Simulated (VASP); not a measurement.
# Zr3SnSe (Cmmm) in VASP: single point with PBE

Aim: the single point of Zr3SnSe with PBE.

Everything below comes from runs of VASP 6.6.1. Logs are shortened: lines on timing, memory, paths and dates and some standing lists are left out, and cuts for length are marked.

### Step 1. The cell of the first run

It takes space group Cmmm (No. 65, orthorhombic). The conventional cell has a = 5.400 Å, b = 9.995 Å, c = 5.552 Å, α = 90.00°, β = 90.00°, γ = 90.00°. Zr (site symmetry mmm) has 2 Se at 2.70 Å and 2 Sn at 2.78 Å within 3.6 Å. Zr (site symmetry 2/m) has 2 Zr at 2.70 Å and 2 Sn at 2.84 Å within 3.6 Å. Sn (site symmetry mmm) has 6 Zr at 2.78 to 2.84 Å within 3.7 Å. Within 3.6 Å of Se (site symmetry mmm) lie 2 Zr at 2.70 Å.

### Step 2. Single point, PBE, collinear spin, ferromagnetic start

The input, INCAR:

```
PREC = Accurate
ENCUT = 520
EDIFF = 1E-7
ISMEAR = 0
SIGMA = 0.1
LREAL = False
LASPH = True
NELM = 150
ALGO = Normal
ISIF = 2
LWAVE = False
LCHARG = False
ISPIN = 2
MAGMOM = 1 1 1 0 0
LORBIT = 11
LMAXMIX = 4
GGA = PE
NBANDS = 40
```

The input, KPOINTS:

```
Automatic mesh
0
Gamma
  4 4 4
```

The input, POSCAR:

```
Zr3SnSe
1.0
    2.6999086966     -4.9972798702      0.0000000000
    2.6999086966      4.9972798702      0.0000000000
    0.0000000000      0.0000000000      5.5519496848
Zr Sn Se
3 1 1
Direct
    0.5000000000      0.5000000000      0.5000000000
    0.5000000000      0.0000000000      0.0000000000
    0.0000000000      0.5000000000      0.0000000000
    0.5000000000      0.5000000000      0.0000000000
    0.0000000000      0.0000000000      0.5000000000
```

Potentials or basis: VASP PAW PBE potentials, release 64 (Zr_sv, Sn_d, Se).

The run is started by

```console
> cat potpaw_PBE.64/Zr_sv/POTCAR potpaw_PBE.64/Sn_d/POTCAR potpaw_PBE.64/Se/POTCAR > POTCAR
> mpirun -np 1 vasp_std > vasp.out
```

OUTCAR:

```text
PREC = Accurate
   ENCUT = 520
   EDIFF = 1E-7
   ISMEAR = 0
   LREAL = False
   LASPH = True
   NELM = 150
   ISIF = 2
   ISPIN = 2
   LORBIT = 11
   GGA = PE

 ion  position               nearest neighbor table
   1  0.500  0.500  0.500-   5 2.70   5 2.70   4 2.78   4 2.78
   2  0.500  0.000  0.000-   3 2.70   3 2.70   4 2.84   4 2.84
   3  0.000  0.500  0.000-   2 2.70   2 2.70   4 2.84   4 2.84
   4  0.500  0.500  0.000-   1 2.78   1 2.78   3 2.84   2 2.84   2 2.84   3 2.84
   5  0.000  0.000  0.500-   1 2.70   1 2.70

  LATTYP: Found a base centered orthorhombic cell.
 ALAT       =     5.3998173932
 B/A-ratio  =     1.8509069868
 C/A-ratio  =     1.0281735993

  Lattice vectors:

 A1 = (   2.6999086966,  -4.9972798702,   0.0000000000)
 A2 = (   2.6999086966,   4.9972798702,   0.0000000000)
 A3 = (   0.0000000000,   0.0000000000,   5.5519496848)

Analysis of symmetry for initial positions (statically):
=====================================================================
 Subroutine PRICEL returns:
 Original cell was already a primitive cell.

 Routine SETGRP: Setting up the symmetry group for a
 base centered orthorhombic supercell.

 Subroutine GETGRP returns: Found  8 space group operations
 (whereof  8 operations were pure point group operations)
 out of a pool of  8 trial point group operations.

The static configuration has the point symmetry D_2h.

Analysis of symmetry for dynamics (positions and initial velocities):
=====================================================================
 Subroutine PRICEL returns:
 Original cell was already a primitive cell.

 Routine SETGRP: Setting up the symmetry group for a
 base centered orthorhombic supercell.

 Subroutine GETGRP returns: Found  8 space group operations
 (whereof  8 operations were pure point group operations)
 out of a pool of  8 trial point group operations.

The dynamic configuration has the point symmetry D_2h.

Analysis of structural, dynamic, and magnetic symmetry:
=====================================================================
 Subroutine PRICEL returns:
 Original cell was already a primitive cell.

 Routine SETGRP: Setting up the symmetry group for a
 base centered orthorhombic supercell.

 Subroutine GETGRP returns: Found  8 space group operations
 (whereof  8 operations were pure point group operations)
 out of a pool of  8 trial point group operations.

The overall configuration has the point symmetry D_2h.

 Subroutine INISYM returns: Found  8 space group operations
[... 128 lines left out ...]
   LEPSILON=     F    determine dielectric tensor
   LRPA    =     F    only Hartree local field effects (RPA)
 spin polarized calculation
 Gauss-broadening in eV      SIGMA  =   0.10
  energy-cutoff  :      520.00
  volume of cell :      149.82
 maximum number of plane-waves:      4059
   NGX = 21   NGY = 21   NGZ = 21

 number of electron      56.0000006 magnetization       0.0002366

 Free energy of the ion-electron system (eV)
  ---------------------------------------------------
  ext. energy  EPLUGINS =         0.00000000
  ---------------------------------------------------
  free energy    TOTEN  =       -30.44202782 eV

  energy without entropy =      -30.40858511  energy(sigma->0) =      -30.42530647

 E-fermi :   5.6127     XC(G=0):  -9.4441

 val. band max:        5.5935223227   @ k =  -0.2500   0.2500   0.2500
 cond. band min:       5.6395238876   @ k =   0.5000   0.2500   0.0000
 fundamental gap:      0.0460015648
 Fermi energy:         5.6127342370

 spin component 1

 k-point     1 :       0.0000    0.0000    0.0000
  band No.  band energies     occupation
      1     -44.0141      1.00000
      2     -43.5807      1.00000
      3     -43.2852      1.00000
      4     -22.3938      1.00000
      5     -22.1502      1.00000
      6     -22.0347      1.00000
[... 892 lines left out ...]
     39       9.6398      0.00000
     40       9.9704      0.00000
 Fermi energy:         5.6127342370

 spin component 2

 k-point     1 :       0.0000    0.0000    0.0000
  band No.  band energies     occupation
      1     -44.0140      1.00000
      2     -43.5807      1.00000
      3     -43.2852      1.00000
      4     -22.3938      1.00000
      5     -22.1502      1.00000
      6     -22.0346      1.00000
[... 892 lines left out ...]
     39       9.6398      0.00000
     40       9.9703      0.00000

------------------------ aborting loop because EDIFF is reached ----------------------------------------

  FORCE on cell =-STRESS in cart. coord.  units (eV):
  Direction    XX          YY          ZZ          XY          YZ          ZX
  --------------------------------------------------------------------------------------
  -------------------------------------------------------------------------------------
  Total       -0.0409781      0.1316440     -0.0491462      0.0000000      0.0000000      0.0000000
  in kB       -0.4382323      1.4078405     -0.5255843      0.0000000      0.0000000      0.0000000
  external PRESSURE =       0.1480080 kB  Pullay stress =       0.0000000 kB

 VOLUME and BASIS-vectors are now :
 -----------------------------------------------------------------------------
  energy-cutoff  :      520.00
  volume of cell :      149.82
      direct lattice vectors                 reciprocal lattice vectors
     2.699908697 -4.997279870  0.000000000     0.185191448 -0.100054432  0.000000000
     2.699908697  4.997279870  0.000000000     0.185191448  0.100054432  0.000000000
     0.000000000  0.000000000  5.551949685     0.000000000  0.000000000  0.180116906

 POSITION                                       TOTAL-FORCE (eV/Angst)
 -----------------------------------------------------------------------------------
      2.69991      0.00000      2.77597        -0.000000      0.000000      0.000000
      1.34995     -2.49864      0.00000        -0.000000     -0.000000      0.000000
      1.34995      2.49864      0.00000         0.000000     -0.000000      0.000000
      2.69991      0.00000      0.00000         0.000000     -0.000000      0.000000
      0.00000      0.00000      2.77597         0.000000     -0.000000      0.000000
 -----------------------------------------------------------------------------------
    total drift:                                0.000000      0.000000     -0.000000

  FREE ENERGIE OF THE ION-ELECTRON SYSTEM (eV)
  ---------------------------------------------------
  free  energy   TOTEN  =       -30.4420278218 eV

  energy  without entropy=      -30.4085851149  energy(sigma->0) =      -30.42530647

 total charge

# of ion       s       p       d       tot
------------------------------------------
    1        2.154   5.962   1.573   9.689
    2        2.188   5.926   1.803   9.917
    3        2.188   5.926   1.803   9.917
    4        1.187   1.493   9.988  12.668
    5        1.473   2.273   0.022   3.768
--------------------------------------------------
tot          9.191  21.579  15.189  45.959

 magnetization (x)

# of ion       s       p       d       tot
------------------------------------------
    1        0.000   0.000   0.000   0.000
    2       -0.000   0.000   0.000   0.000
    3       -0.000   0.000   0.000   0.000
    4        0.000   0.000   0.000   0.000
    5       -0.000   0.000   0.000   0.000
--------------------------------------------------
tot          0.000   0.000   0.000   0.000
```

It took 10 min on 1 thread of Oxide Virtual Turin-like, shared host; peak memory 0.39 GiB.

Results:

| Quantity | Value |
| --- | --- |
| Free energy | -30.4420 eV |
| Pressure | 0.0 GPa |
| Band gap on the k mesh | zero (filled and empty bands overlap) |
| Net moment | 0.00 μB per cell |
| Valence electrons inside the program's atomic spheres | Zr 9.69, 9.92; Sn 12.67; Se 3.77 |

Caveat: spin-orbit coupling is left out, which moves the levels of the heavy elements.
